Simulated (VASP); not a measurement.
C: single point with r2SCAN

Crystal: C.

```
C
1.0
     0.00000    1.81684    1.81684
     1.78340    0.03344    1.78340
     1.78340    1.78340    0.03344
C
2
Direct
  0.50000 0.50000 0.50000
  0.75000 0.75000 0.75000
```

This cell differs from its parent crystal: strain +0.0375 x Voigt [0, 0, 0, 1, 0, 0].

| Item | Value |
| --- | --- |
| Program | VASP 6.6.1 |
| Task | single point |
| Functional | r2SCAN |
| Potentials or basis | VASP PAW PBE potentials, release 64 (C) |
| Cutoff | 520 eV |
| k mesh | 12 × 12 × 12 |
| Occupations | gaussian, width 0.05 eV |
| Spin | no spin polarisation |
| Dipole correction | no |
| Further INCAR settings | ALGO = Normal; EDIFF = 1e-07; NBANDS = 11 |

```
Pressure               : -0.6 GPa
Largest force          : 0.086 eV/Å
Band gap on the k mesh : 4.16 eV (least direct gap 5.25 eV)
```

Forces in eV/Å, atoms in the order of the input:
```
C    0.086  0.000  0.000
C   -0.086  0.000  0.000
```

Stress tensor (GPa, compression positive):
```
 -1.19   0.00   0.00
  0.00  -0.28 -21.95
  0.00 -21.95  -0.28
```

Levels at points of the mesh, in eV from the valence-band top:
| k point | band 1 | band 2 | band 3 | band 4 | band 5 | band 6 | band 7 | band 8 | band 9 |
| --- | --- | --- | --- | --- | --- | --- | --- | --- | --- |
| (0.00, 0.00, 0.00) | -22.71 | -0.04 | 0.00 | 0.00 | 5.25 | 5.74 | 6.42 | 13.93 | 20.42 |
| (0.50, 0.00, 0.00) | -17.04 | -14.03 | -2.85 | -2.77 | 8.49 | 9.30 | 9.75 | 16.73 | 23.06 |
| (0.00, 0.50, 0.00) | -16.48 | -14.08 | -3.22 | -3.10 | 8.43 | 8.46 | 9.31 | 16.64 | 23.11 |
| (0.50, 0.50, 0.00) | -13.60 | -13.60 | -6.66 | -6.66 | 4.99 | 4.99 | 17.79 | 17.79 | 24.70 |
| (0.00, 0.50, 0.50) | -13.84 | -13.38 | -7.05 | -6.27 | 4.25 | 5.78 | 17.83 | 17.93 | 24.22 |

Wall time 2.6 min on 1 thread of Intel Xeon 8259CL, on a shared host, peak memory 0.14 GiB.

Caveat: the cell differs from its parent crystal (strain +0.0375 x Voigt [0, 0, 0, 1, 0, 0]); the PAW data sets were made with another functional, which shifts forces and pressure a little. A k mesh can miss the band edges.
